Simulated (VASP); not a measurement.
Te:

```xyz
3
Lattice="6.0277 0.0000 0.0000 -3.0138 5.2201 0.0000 0.0000 0.0000 3.6952" Properties=species:S:1:pos:R:3 pbc="T T T"
Te    0.0000    0.0000    0.0000
Te    0.0000    3.4801    1.8476
Te    3.0138    1.7400    1.8476
```

This isn't the form of Te at room conditions, which is trigonal, of chains.

| Item | Value |
| --- | --- |
| Program | VASP 6.6.1 |
| Task | relaxation of cell and atoms |
| Functional | r2SCAN |
| Potentials or basis | VASP PAW PBE potentials, release 64 (Te) |
| Cutoff | 600 eV |
| k mesh | 3 × 3 × 6 |
| Occupations | gaussian, width 0.1 eV |
| Spin | no spin polarisation |

At the start: pressure -7.9 GPa; volume 38.76 Å³/atom.

Question: Where does the relaxation end?

Answer: Over 12 steps the energy falls by 356.4 meV/atom and the volume is 28.86 Å³/atom (-25.5 %); space group P6/mmm (No. 191, to 0.1 Å) before and after.

The path:
```csv
step,energy change (eV),largest force (eV/Å),pressure (GPa),volume (Å³)
1,0.0000,0.0000,-7.93,116.27
2,-1.0123,0.0000,-0.38,86.88
3,-1.0133,0.0000,0.04,86.21
4,-1.0435,0.0000,0.25,85.84
5,-1.0624,0.0000,0.73,85.40
6,-1.0007,0.0000,2.19,84.36
7,-1.0646,0.0000,0.86,85.28
8,-1.0649,0.0000,0.98,85.17
9,-1.0631,0.0000,-0.70,87.83
10,-1.0684,0.0000,0.20,86.34
11,-1.0690,0.0000,-0.08,86.70
12,-1.0692,0.0000,0.00,86.59
```

Final structure:
```
CELL_PARAMETERS angstrom
5.62084 0.00000 0.00000
-2.81042 4.86779 0.00000
0.00000 0.00000 3.16482
ATOMIC_POSITIONS crystal
Te 0.00000 0.00000 0.00000
Te 0.33333 0.66667 0.50000
Te 0.66667 0.33333 0.50000
```

Caveat: the k points lie up to 0.43 Å⁻¹ apart in the final cell, too coarse for converged energies and pressures of a metal; the volume moved by over 15 % at a fixed basis, so the end points are rough; the PAW data sets were made with another functional, which shifts forces and pressure a little.
